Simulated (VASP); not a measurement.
Write the native input for VASP 6.6.1 that does the following.

```
Task                   : single point
Functional             : PBE
Potentials or basis    : VASP PAW PBE potentials, release 64 (Cu)
Cutoff                 : 520 eV
k mesh                 : 30 × 30 × 30
Occupations            : gaussian, width 0.15 eV
Spin                   : no spin polarisation
Dipole correction      : no
Further INCAR settings : ALGO = Fast; EDIFF = 1e-06; NBANDS = 12
```

The structure of Cu lies in POSCAR:

```
Cu
1.0
   -1.4681525919      1.4681525919      1.3795566845
    1.4681525919     -1.4681525919      1.3795566845
    1.4829078943      1.4829078943     -1.3795566845
Cu
1
Direct
    0.0000000000      0.0000000000      0.0000000000
```

This cell differs from its parent crystal: strain +0.0100 x Voigt [0, 0, 0, 0, 0, 1].

These files were run (other wordings do the same):

INCAR

```
PREC = Accurate
ENCUT = 520
EDIFF = 1E-6
ISMEAR = 0
SIGMA = 0.15
LREAL = F
LASPH = T
NELM = 60
ALGO = Fast
ISIF = 2
LWAVE = F
LCHARG = F
GGA = PE
NBANDS = 12
```

KPOINTS

```
regular mesh
0
Gamma
  30 30 30
```

Potentials or basis: VASP PAW PBE potentials, release 64 (Cu).

The run is started by

```sh
$ cat potpaw_PBE.64/Cu/POTCAR > POTCAR
$ mpirun -np 1 vasp_std > vasp.out
```

Results of the run:

| Property | Result |
| --- | --- |
| Pressure | 0.6 GPa |
| Band gap on the k mesh | zero (an odd number of electrons rules out a gap without spin polarisation) |

Caveat: the cell differs from its parent crystal (strain +0.0100 x Voigt [0, 0, 0, 0, 0, 1]).

It took 5.2 min on 1 thread of AMD EPYC 9R45 96-Core Processor (Zen 5), with other jobs on the host, peak memory 0.56 GiB.
